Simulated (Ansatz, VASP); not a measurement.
Ti: VASP beside Ansatz

INCAR

```
ALGO = Fast ; EDIFF = 1E-6
ENCUT = 520 ; GGA = PS
ISIF = 2 ; ISMEAR = 0
LASPH = True ; LCHARG = True
LELF = True ; LREAL = False
LVHAR = True ; LWAVE = False
NBANDS = 19 ; NELM = 100
PREC = Accurate ; SIGMA = 0.1
```

Contents of KPOINTS:

```
k-points
0
Gamma
  24 24 12
```

POSCAR

```
Ti
1.0
    2.9004352003      0.0000000000      0.0000000000
   -1.4502176002      2.5118505655      0.0000000000
    0.0000000000      0.0000000000      4.5909904466
Ti
2
Direct
    0.3333333333      0.6666666667      0.2500000000
    0.6666666667      0.3333333333      0.7500000000
```

Input for Ansatz:

```yaml
crystal:
  lattice:
    - [2.9004352003, 0.0, 0.0]
    - [-1.4502176002, 2.5118505655, 0.0]
    - [0.0, 0.0, 4.5909904466]
  atoms:
    - { symbol: Ti, position: [0.3333333333, 0.6666666667, 0.25] }
    - { symbol: Ti, position: [0.6666666667, 0.3333333333, 0.75] }
basis:
  ecutwfc: 420
kpoints:
  mp_grid: { grid: [24, 24, 12] }
hamiltonian:
  xc: pbesol
scf:
  occupations: { method: gaussian, width: 0.1 }
output:
  forces: true
  stress: true
  eigenvalues: true
```

Alike in both runs: task single point; functional PBEsol; k mesh 24 × 24 × 12; occupations gaussian, width 0.1 eV; no spin polarisation.

|  | VASP | Ansatz |
| --- | --- | --- |
| version | VASP 6.6.1 | Ansatz 0.2.0 |
| potentials or method | VASP PAW PBE potentials, release 64 (Ti_sv), cutoff 520 eV | scalar-relativistic, plane waves, PAW |
| valence electrons in the cell | 24 | 24 |

VASP gave:

```
gap on the k mesh at the Fermi level (eV) : none
pressure (GPa)                            : -0.5
```

Task: Estimate Ansatz's values.

Result: gap on the k mesh at the Fermi level (eV): none; pressure (GPa): 0.0.

VASP's potentials were made for PBE, not for PBEsol. A gap of «none» marks a metal or a gap that the smearing closes. With one functional, cell and mesh, what is left measures potentials, basis and numerics.
